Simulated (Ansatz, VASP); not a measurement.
## Two plane-wave programs on BiTe

File POSCAR:

```
BiTe
1.0
    0.0000000000      3.1703000000      3.2350000000
    3.1703000000      0.0000000000      3.2350000000
    3.1703000000      3.1703000000      0.0000000000
Bi Te
1 1
Direct
    0.0000000000      0.0000000000      0.0000000000
    0.5000000000      0.5000000000      0.5000000000
```

Contents of INCAR.step1:

```
SYSTEM = BiTe
PREC = Accurate
ENCUT = 520
ISMEAR = 0
SIGMA = 0.15
LREAL = .FALSE.
LASPH = .TRUE.
NELM = 80
NBANDS = 18
GGA = PE
ALGO = Normal
EDIFF = 1E-4
LWAVE = .TRUE.
LCHARG = .FALSE.
```

Contents of INCAR.step2:

```
SYSTEM = BiTe
PREC = Accurate
ENCUT = 520
EDIFF = 1E-7
ISMEAR = 0
SIGMA = 0.15
LREAL = .FALSE.
LASPH = .TRUE.
NELM = 80
ALGO = Normal
ISIF = 2
LWAVE = .FALSE.
LCHARG = .FALSE.
METAGGA = R2SCAN
LMIXTAU = .TRUE.
NBANDS = 18
ISTART = 1
```

KPOINTS

```
regular mesh
0
G
  14 14 14
  0 0 0
```

Input for Ansatz:

```yaml
crystal:
  lattice:
    - [0.0, 3.1703, 3.235]
    - [3.1703, 0.0, 3.235]
    - [3.1703, 3.1703, 0.0]
  atoms:
    - { symbol: Bi, position: [0.0, 0.0, 0.0] }
    - { symbol: Te, position: [0.5, 0.5, 0.5] }
basis:
  ecutwfc: 500
kpoints:
  mp_grid: { grid: [14, 14, 14] }
hamiltonian:
  xc: r2scan
scf:
  occupations: { method: gaussian, width: 0.15 }
output:
  forces: true
  stress: true
  eigenvalues: true
```

Change from the starting cell: strain -0.0200 x Voigt [1, 1, 0, 0, 0, 0], atoms carried along.

Alike in both runs: task single point; functional r2SCAN; k mesh 14 × 14 × 14; occupations gaussian, width 0.15 eV; no spin polarisation.

|  | VASP | Ansatz |
| --- | --- | --- |
| version | VASP 6.6.1 | Ansatz 0.2.0 |
| potentials or method | VASP PAW PBE potentials, release 64 (Bi_d, Te), cutoff 520 eV | scalar-relativistic, plane waves, PAW |
| valence electrons in the cell | 21 | 31 |

|  | VASP | Ansatz | Ansatz less VASP |
| --- | --- | --- | --- |
| gap on the k mesh at the Fermi level (eV) | none | none | - |
| pressure (GPa) | 2.3 | 2.3 | +0.02 |
| traceless stress, the component that is largest in VASP (GPa) | -1.24 | -1.24 | +0.003 |

VASP's potentials were made for PBE, not for r2SCAN. A gap of «none» marks a metal or a gap that the smearing closes. The functional is the same, so the differences come from potentials, cutoffs and numerics. VASP's potentials hold 21 valence electrons a cell and Ansatz's 31, so a difference there can come from the potentials and not from the codes.

Neither program's run includes spin-orbit coupling.
